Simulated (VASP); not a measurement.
Here is a VASP 6.6.1 calculation.

Contents of INCAR:

```
ALGO = Normal ; EDIFF = 1E-6
ENCUT = 520 ; GGA = PE
ISIF = 2 ; ISMEAR = 0
LASPH = T ; LCHARG = F
LREAL = F ; LWAVE = F
NBANDS = 16 ; NELM = 60
PREC = Accurate ; SIGMA = 0.15
```

The input KPOINTS:

```
k-points
0
Gamma
  12 12 12
```

The input POSCAR:

```
InSb
1.0
    0.0000000000      3.0751837979      3.0751837979
    3.0751837979      0.0000000000      3.0751837979
    3.0751837979      3.0751837979      0.0000000000
In Sb
1 1
Direct
    0.0000000000      0.0000000000      0.0000000000
    0.5000000000      0.5000000000      0.5000000000
```

Potentials or basis: VASP PAW PBE potentials, release 64 (In_d, Sb).

The run is started by

```console
$ cat potpaw_PBE.64/In_d/POTCAR potpaw_PBE.64/Sb/POTCAR > POTCAR
$ mpirun -np 1 vasp_std > vasp.out
```

Problem. Predict the pressure.

Solution. 0.0 GPa.

Problem. Predict the band gap on the k mesh.

Solution. Zero (bands 9 and 10 overlap by 2.66 eV).

Caveat: spin-orbit coupling is left out, which moves the levels of the heavy elements.
